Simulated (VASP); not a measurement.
# Mg (P6_3/mmc) in VASP: notebook

Mg is run at these levels: PBE; tasks: single point.

All numbers are computed with VASP 6.6.1; they aren't measurements. Logs are shortened: lines on timing, memory, paths and dates and some standing lists are left out, and cuts for length are marked.

## (1) The cell of the first run

The structure is hexagonal, space group P6_3/mmc (No. 194). The conventional cell has a = 3.195 Å, b = 3.195 Å, c = 5.188 Å, α = 90.00°, β = 90.00°, γ = 120.00°. Within 4.2 Å of Mg (site symmetry -6m2) lie 12 Mg at 3.18 to 3.20 Å.

## (2) Single point, PBE

File INCAR:

```
PREC     = Accurate       # precision mode
ENCUT    = 520            # plane-wave cutoff, eV
EDIFF    = 1E-6           # SCF threshold, eV
ISMEAR   = 0              # smearing method
SIGMA    = 0.01           # smearing width, eV
LREAL    = False          # projectors in reciprocal space
LASPH    = True           # aspherical terms in the spheres
NELM     = 80             # most SCF steps
ALGO     = Normal         # electronic algorithm
ISIF     = 2              # what is computed and relaxed
LWAVE    = False          # write WAVECAR
LCHARG   = True           # write CHGCAR
GGA      = PE             # functional
LELF     = True           # ELF
LVHAR    = True         
NBANDS   = 9              # bands
```

File KPOINTS:

```
Automatic mesh
0
Gamma
  11 11 6
```

File POSCAR:

```
Mg
1.0
    3.1953117277      0.0000000000      0.0000000000
   -1.5976558638      2.7672211292      0.0000000000
    0.0000000000      0.0000000000      5.1879445283
Mg
2
Direct
    0.3333333333      0.6666666667      0.2500000000
    0.6666666667      0.3333333333      0.7500000000
```

Potentials or basis: VASP PAW PBE potentials, release 64 (Mg).

Started as:

```bash
cat potpaw_PBE.64/Mg/POTCAR > POTCAR
mpirun -np 1 vasp_std > vasp.out
```

OUTCAR:

```text
PREC = Accurate
   ENCUT = 520
   EDIFF = 1E-6
   ISMEAR = 0
   LREAL = False
   LASPH = True
   NELM = 80
   ISIF = 2
   GGA = PE

 ion  position               nearest neighbor table
   1  0.333  0.667  0.250-   2 3.18   2 3.18   2 3.18   2 3.18   2 3.18   2 3.18
   2  0.667  0.333  0.750-   1 3.18   1 3.18   1 3.18   1 3.18   1 3.18   1 3.18

  LATTYP: Found a hexagonal cell.
 ALAT       =     3.1953117277
 C/A-ratio  =     1.6236113939

  Lattice vectors:

 A1 = (   3.1953117277,   0.0000000000,   0.0000000000)
 A2 = (  -1.5976558638,   2.7672211292,   0.0000000000)
 A3 = (   0.0000000000,   0.0000000000,   5.1879445283)

Analysis of symmetry for initial positions (statically):
=====================================================================
 Subroutine PRICEL returns:
 Original cell was already a primitive cell.

 Routine SETGRP: Setting up the symmetry group for a
 hexagonal supercell.

 Subroutine GETGRP returns: Found 24 space group operations
 (whereof 12 operations were pure point group operations)
 out of a pool of 24 trial point group operations.

The static configuration has the point symmetry D_3d.
 The point group associated with its full space group is D_6h.

Analysis of symmetry for dynamics (positions and initial velocities):
=====================================================================
 Subroutine PRICEL returns:
 Original cell was already a primitive cell.

 Routine SETGRP: Setting up the symmetry group for a
 hexagonal supercell.

 Subroutine GETGRP returns: Found 24 space group operations
 (whereof 12 operations were pure point group operations)
 out of a pool of 24 trial point group operations.

The dynamic configuration has the point symmetry D_3d.
 The point group associated with its full space group is D_6h.

 Subroutine INISYM returns: Found 24 space group operations
 (whereof 12 operations are pure point group operations),
 and found     1 'primitive' translations

----------------------------------------------------------------------------------------

                                     Primitive cell

  volume of cell :      45.8725

  direct lattice vectors                    reciprocal lattice vectors
     3.195311728  0.000000000  0.000000000     0.312958511  0.180686680  0.000000000
    -1.597655864  2.767221129  0.000000000     0.000000000  0.361373361  0.000000000
     0.000000000  0.000000000  5.187944528     0.000000000  0.000000000  0.192754567

  length of vectors
     3.195311728  3.195311728  5.187944528     0.361373361  0.361373361  0.192754567

  position of ions in fractional coordinates (direct lattice)
     0.333333333  0.666666667  0.250000000
     0.666666667  0.333333333  0.750000000

  ion indices of the primitive-cell ions
   primitive index   ion index
                 1           1
                 2           2

----------------------------------------------------------------------------------------

 KPOINTS: Automatic mesh

Automatic generation of k-mesh.
 Grid dimensions read from file:
 generate k-points for:   11   11    6

 Generating k-lattice:

  Cartesian coordinates                     Fractional coordinates (reciprocal lattice)
     0.028450774  0.016426062  0.000000000     0.090909091  0.000000000  0.000000000
     0.000000000  0.032852124  0.000000000     0.000000000  0.090909091  0.000000000
     0.000000000  0.000000000  0.032125761     0.000000000  0.000000000  0.166666667

  Length of vectors
     0.032852124  0.032852124  0.032125761

  Shift w.r.t. Gamma in fractional coordinates (k-lattice)
     0.000000000  0.000000000  0.000000000

 Subroutine IBZKPT returns following result:
 ===========================================

 Found     64 irreducible k-points:

 Following reciprocal coordinates:
            Coordinates               Weight
  0.000000  0.000000  0.000000      1.000000
  0.090909  0.000000  0.000000      6.000000
  0.181818  0.000000  0.000000      6.000000
  0.272727  0.000000  0.000000      6.000000
  0.363636  0.000000  0.000000      6.000000
  0.454545  0.000000  0.000000      6.000000
[... 16 lines left out ...]
  0.090909  0.090909  0.166667     12.000000
  0.181818  0.090909  0.166667     24.000000
 [... further k-points ...]
   k-points           NKPTS =     64   k-points in BZ     NKDIM =     64   number of bands    NBANDS=      9
   number of dos      NEDOS =    301   number of ions     NIONS =      2
   total plane-waves  NPLWV =  23040
   dimension x,y,z NGX =    24 NGY =   24 NGZ =   40
   dimension x,y,z NGXF=    48 NGYF=   48 NGZF=   80
   ions per type =               2
   NGX,Y,Z   is equivalent  to a cutoff of  12.49, 12.49, 12.82 a.u.
   NGXF,Y,Z  is equivalent  to a cutoff of  24.97, 24.97, 25.64 a.u.
 SYSTEM =  unknown system
   PREC   = accura    normal or accurate (medium, high low for compatibility)
   ISTART =      0    job   : 0-new  1-cont  2-samecut
   ICHARG =      2    charge: 1-file 2-atom 10-const
   ISPIN  =      1    spin polarized calculation?
   LNONCOLLINEAR =      F non collinear calculations
   LSORBIT =      F    spin-orbit coupling
   LASPH  =      T    aspherical Exc in radial PAW
   ENCUT  =  520.0 eV  38.22 Ry    6.18 a.u.   5.94  5.94  9.65*2*pi/ulx,y,z
   NELM   =     80;   NELMIN=  2; NELMDL= -5     # of ELM steps
   EDIFF  = 0.1E-05   stopping-criterion for ELM
   LREAL  =      F    real-space projection
   EDIFFG = 0.1E-04   stopping-criterion for IOM
   NSW    =      0    number of steps for IOM
   IBRION =     -1    ionic relax: 0-MD 1-quasi-New 2-CG
   NFREE  =      0    steps in history (QN), initial steepest desc. (CG)
   ISIF   =      2    stress and relaxation
   ISYM   =      2    0-nonsym 1-usesym 2-fastsym
   POTIM  = 0.5000    time-step for ionic-motion
   TEBEG  =    0.0;   TEEND  =   0.0 temperature during run
   PSTRESS=    0.0 pullay stress
   NELECT =       4.0000    total number of electrons
   NUPDOWN=      -1.0000    fix difference up-down
   EMIN   =  10.00;   EMAX   =-10.00  energy-range for DOS
   EFERMI =   0.00;   METHOD = LEGACY
   ISMEAR =     0;   SIGMA  =   0.01  broadening in eV -4-tet -1-fermi 0-gaus
   EFERMI_NEDOS =   21; number of points for ismear=-14 and -15
   IALGO  =     38    algorithm
   IMIX   =      4    mixing-type and parameters
     AMIX     =   0.40;   BMIX     =  1.00
     AMIX_MAG =   1.60;   BMIX_MAG =  1.00
  volume/ion in A,a.u.               =      22.94       154.78
  Fermi-wavevector in a.u.,A,eV,Ry     =   0.725957  1.371859  7.170448  0.527013
  Thomas-Fermi vector in A             =   1.816809
   LORBIT       =      0    0 simple, 1 ext, 2 COOP (PROOUT), +10 PAW based schemes
   GGA     = PE    functional components
   LHFCALC =     F    Hartree Fock is set to
   AEXX    =    0.0000 exact exchange contribution
   IVDW    =     0    specifies the selected vdW correction
   LEPSILON=     F    determine dielectric tensor
   LRPA    =     F    only Hartree local field effects (RPA)
 non-spin polarized calculation
 Gauss-broadening in eV      SIGMA  =   0.01
  energy-cutoff  :      520.00
  volume of cell :       45.87
 maximum number of plane-waves:      1252
 NGX is ok and might be reduce to    24
   NGX = 11   NGY = 11   NGZ = 19

 number of electron       4.0000000 magnetization

 Free energy of the ion-electron system (eV)
  ---------------------------------------------------
  ext. energy  EPLUGINS =         0.00000000
  ---------------------------------------------------
  free energy    TOTEN  =        -3.03213808 eV

  energy without entropy =       -3.03210224  energy(sigma->0) =       -3.03212016

 E-fermi :   2.5184     XC(G=0):  -8.4937

 val. band max:        2.5085996535   @ k =   0.3636   0.2727   0.5000
 cond. band min:       2.7398629438   @ k =   0.1818   0.1818   0.0000
 fundamental gap:      0.2312632902
 Fermi energy:         2.5183788989

 k-point     1 :       0.0000    0.0000    0.0000
  band No.  band energies     occupation
      1      -4.2971      2.00000
      2       0.9520      2.00000
      3       1.3975      2.00000
      4      13.5834      0.00000
      5      13.5834      0.00000
      6      13.6993      0.00000
      7      13.6993      0.00000
      8      14.4735      0.00000
      9      16.0707      0.00000

 k-point     2 :       0.0909    0.0000    0.0000
  band No.  band energies     occupation
      1      -4.1344      2.00000
      2       1.1008      2.00000
      3       1.5557      2.00000
      4      11.0732      0.00000
      5      12.2790      0.00000
      6      13.0834      0.00000
      7      15.2188      0.00000
      8      15.3651      0.00000
      9      15.7658      0.00000

 k-point     3 :       0.1818    0.0000    0.0000
  band No.  band energies     occupation
      1      -3.6478      2.00000
      2       1.5473      2.00000
      3       2.0226      2.00000
      4       8.3395      0.00000
      5      11.1876      0.00000
      6      11.7379      0.00000
      7      13.0657      0.00000
      8      14.1137      0.00000
      9      15.7610      0.00000

 k-point     4 :       0.2727    0.0000    0.0000
  band No.  band energies     occupation
      1      -2.8422      2.00000
      2       2.2924      2.00000
      3       2.7577      0.00000
      4       5.8585      0.00000
      5      10.2726      0.00000
      6      10.3703      0.00000
      7      10.5468      0.00000
      8      12.4790      0.00000
      9      14.8383      0.00000

 k-point     5 :       0.3636    0.0000    0.0000
  band No.  band energies     occupation
      1      -1.7260      2.00000
      2       3.0845      0.00000
      3       3.3365      0.00000
      4       4.3316      0.00000
      5       8.3019      0.00000
      6       8.6183      0.00000
      7       9.8267      0.00000
      8      11.4435      0.00000
      9      14.2193      0.00000

 k-point     6 :       0.4545    0.0000    0.0000
  band No.  band energies     occupation
      1      -0.3117      2.00000
      2       1.3736      2.00000
      3       4.6723      0.00000
      4       5.3648      0.00000
      5       6.3621      0.00000
      6       6.9482      0.00000
      7       9.5554      0.00000
      8      10.9763      0.00000
      9      13.9077      0.00000
[... 169 lines left out ...]
 k-point    21 :       0.3636    0.0000    0.1667
  band No.  band energies     occupation
      1      -1.5745      2.00000
      2       1.9405      2.00000
      3       3.5740      0.00000
      4       5.6188      0.00000
      5       7.0231      0.00000
      6       9.9316      0.00000
      7       9.9569      0.00000
      8      11.7906      0.00000
      9      13.0892      0.00000

 k-point    22 :       0.4545    0.0000    0.1667
  band No.  band energies     occupation
      1      -0.1635      2.00000
      2       1.5040      2.00000
      3       3.4432      0.00000
      4       5.0499      0.00000
      5       6.9105      0.00000
      6       8.3880      0.00000
      7       9.6854      0.00000
      8      11.1975      0.00000
      9      12.8091      0.00000

 k-point    23 :       0.0909    0.0909    0.1667
  band No.  band energies     occupation
      1      -3.6548      2.00000
      2      -0.0144      2.00000
      3       3.5464      0.00000
      4       9.7598      0.00000
      5      10.0714      0.00000
      6      12.9518      0.00000
      7      13.2232      0.00000
      8      13.7372      0.00000
      9      15.1302      0.00000

 k-point    24 :       0.1818    0.0909    0.1667
  band No.  band energies     occupation
      1      -3.0097      2.00000
      2       0.6031      2.00000
      3       4.1167      0.00000
      4       7.2981      0.00000
      5       8.8675      0.00000
      6      10.7155      0.00000
      7      12.2063      0.00000
      8      13.5563      0.00000
      9      14.0603      0.00000

 [... further k-points ...]
[... 5 lines left out ...]
  --------------------------------------------------------------------------------------
  -------------------------------------------------------------------------------------
  Total       -0.0446978     -0.0446978     -0.0474716     -0.0000000     -0.0000000      0.0000000
  in kB       -1.5611487     -1.5611487     -1.6580280     -0.0000000     -0.0000000      0.0000000
  external PRESSURE =      -1.5934418 kB  Pullay stress =       0.0000000 kB

 VOLUME and BASIS-vectors are now :
 -----------------------------------------------------------------------------
  energy-cutoff  :      520.00
  volume of cell :       45.87
      direct lattice vectors                 reciprocal lattice vectors
     3.195311728  0.000000000  0.000000000     0.312958511  0.180686680  0.000000000
    -1.597655864  2.767221129  0.000000000     0.000000000  0.361373361  0.000000000
     0.000000000  0.000000000  5.187944528     0.000000000  0.000000000  0.192754567

 POSITION                                       TOTAL-FORCE (eV/Angst)
 -----------------------------------------------------------------------------------
     -0.00000      1.84481      1.29699        -0.000000      0.000000      0.000000
      1.59766      0.92241      3.89096         0.000000     -0.000000      0.000000
 -----------------------------------------------------------------------------------
    total drift:                                0.000000     -0.000000      0.000000

  FREE ENERGIE OF THE ION-ELECTRON SYSTEM (eV)
  ---------------------------------------------------
  free  energy   TOTEN  =        -3.0321380810 eV

  energy  without entropy=       -3.0321022435  energy(sigma->0) =       -3.03212016
```

Run time: 37 s. Hardware: 1 thread of AMD EPYC 7R13, shared host; peak memory 0.14 GiB.

Results:

* Free energy: -3.0321 eV
* Pressure: -0.2 GPa
* Band gap on the k mesh: zero (band 2 reaches 3.51 eV, above the bottom of band 3 at 1.40 eV)

Levels at points of the mesh, in eV from the Fermi level:
```tsv
k point	band 1	band 2	band 3	band 4	band 5	band 6
(0.00, 0.00, 0.00)	-6.82	-1.57	-1.12	11.07	11.07	11.18
(0.00, 0.00, 0.50)	-5.42	-5.42	5.16	5.16	11.81	11.81
```

(Continued in part 2 of 2.)
